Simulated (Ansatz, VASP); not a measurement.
Two plane-wave programs on NiO

Contents of INCAR:

```
SYSTEM = NiO
  PREC = Accurate
  ENCUT = 520
  EDIFF = 1E-7
  ISMEAR = 0
  SIGMA = 0.1
  LREAL = .False.
  LASPH = .True.
  NELM = 150
  ALGO = Normal
  ISIF = 2
  LWAVE = .False.
  LCHARG = .True.
  ISPIN = 2
  MAGMOM = 1.6 0.32
  LORBIT = 11
  LMAXMIX = 4
  GGA = PE
  LELF = .True.
  LVHAR = .True.
  NBANDS = 19
```

KPOINTS

```
Automatic mesh
0
Gamma
  18 18 18
  0 0 0
```

Contents of POSCAR:

```
NiO
1.0
    0.0000000000      2.0429324589      2.0429324589
    2.0429324589      0.0000000000      2.0429324589
    2.0429324589      2.0429324589      0.0000000000
Ni O
1 1
Direct
    0.0000000000      0.0000000000      0.0000000000
    0.5000000000      0.5000000000      0.5000000000
```

Input for Ansatz:

```yaml
crystal:
  lattice:
    - [0.0, 2.0429324589, 2.0429324589]
    - [2.0429324589, 0.0, 2.0429324589]
    - [2.0429324589, 2.0429324589, 0.0]
  atoms:
    - { symbol: Ni, position: [0.0, 0.0, 0.0], spin: 1.6 }
    - { symbol: O, position: [0.5, 0.5, 0.5], spin: 0.32 }
basis:
  ecutwfc: 420
kpoints:
  mp_grid: { grid: [18, 18, 18] }
hamiltonian:
  xc: pbe
scf:
  occupations: { method: gaussian, width: 0.1 }
output:
  forces: true
  stress: true
  eigenvalues: true
  populations: true
magnetization:
  spin_polarized: true
```

Alike in both runs: task single point; functional PBE; k mesh 18 × 18 × 18; occupations gaussian, width 0.1 eV; collinear spin.

```csv
,VASP,Ansatz
version,VASP 6.6.1,Ansatz 0.2.0
potentials or method,"VASP PAW PBE potentials, release 64 (Ni, O), cutoff 520 eV","scalar-relativistic, plane waves, PAW"
valence electrons in the cell,16,24
```

Ansatz gave:

```
gap on the k mesh at the Fermi level (eV)                     : none
pressure (GPa)                                                : 19.0
net moment per atom (μB)                                      : 0.77
size of the moment on the site where the two differ most (μB) : 0.23
```

Problem. Which values does VASP return?

Solution. gap on the k mesh at the Fermi level (eV): none; pressure (GPa): 18.7; net moment per atom (μB): 0.75; size of the moment on the site where the two differ most (μB): 0.21.

Site moments also hang on the region over which each program counts them. A gap of «none» marks a metal or a gap that the smearing closes. The functional is the same, so the differences come from potentials, cutoffs and numerics. VASP's potentials hold 16 valence electrons a cell and Ansatz's 24, so a difference there can come from the potentials and not from the codes.
